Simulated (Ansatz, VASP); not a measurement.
## One calculation of CdSe, two programs

```
Cd Se
1.0
     4.30199    0.00000    0.00000
    -2.15100    3.72563    0.00000
     0.00000    0.00000    7.01959
Cd Se
2 2
Cartesian
  0.0000 2.4838 0.0326
  2.1510 1.2419 3.5424
  0.0000 2.4838 2.6699
  2.1510 1.2419 6.1797
```

Alike in both runs: functional PBEsol; k mesh 6 × 6 × 4; no spin polarisation.

Ansatz relaxed the structure, and its values are those at the end. VASP's run is a single point on that final structure, the one shown.

```csv
,VASP,Ansatz
version,VASP 6.6.1,Ansatz 0.2.0
potentials or method,"VASP PAW PBE potentials, release 64 (Cd, Se), cutoff 520 eV","plane waves, PAW"
occupations,"gaussian, width 0.01 eV",fixed
valence electrons in the cell,36,72
```

```csv
,VASP,Ansatz,Ansatz less VASP
pressure (GPa),0.4,0.0,-0.34
```

VASP's potentials were made for PBE, not for PBEsol. VASP's potentials hold 36 valence electrons a cell and Ansatz's 72, so a difference there can come from the potentials and not from the codes.
